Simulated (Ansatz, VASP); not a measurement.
**Two plane-wave programs on Mn2ZnAs2**

```
Mn Zn As
1.0
     4.09900    0.00000    0.00000
    -2.04950    3.54984    0.00000
     0.00000    0.00000    6.57200
Mn Zn As
2 1 2
Cartesian
  0.0000 2.3666 2.4280
  2.0495 1.1833 4.1440
  0.0000 0.0000 0.0000
  0.0000 2.3666 5.0468
  2.0495 1.1833 1.5252
```

Alike in both runs: task single point; functional PBE; k mesh 6 × 6 × 4; occupations gaussian, width 0.1 eV; collinear spin.

```csv
,VASP,Ansatz
version,VASP 6.6.1,Ansatz 0.2.0
potentials or method,"VASP PAW PBE potentials, release 64 (Mn_pv, Zn, As), cutoff 520 eV","scalar-relativistic, plane waves, PAW"
valence electrons in the cell,48,72
```

VASP gave:

| Item | Value |
| --- | --- |
| gap on the k mesh at the Fermi level (eV) | none |
| pressure (GPa) | -3.5 |
| traceless stress, the component that is largest in VASP (GPa) | -1.03 |
| rms of the force components (eV/Å) | 0.228 |
| net moment per atom (μB) | 1.46 |
| size of the moment on the site where the two differ most (μB) | 3.50 |

Question: Estimate Ansatz's values.

Answer: gap on the k mesh at the Fermi level (eV): none; pressure (GPa): -3.6; traceless stress, the component that is largest in VASP (GPa): -1.00; rms of the force components (eV/Å): 0.231; net moment per atom (μB): 1.46; size of the moment on the site where the two differ most (μB): 3.43.

Site moments also hang on the region over which each program counts them. Atom by atom the forces differ by 0.003 eV/Å (rms over components). A gap of «none» marks a metal or a gap that the smearing closes. VASP's potentials hold 48 valence electrons a cell and Ansatz's 72, so a difference there can come from the potentials and not from the codes.
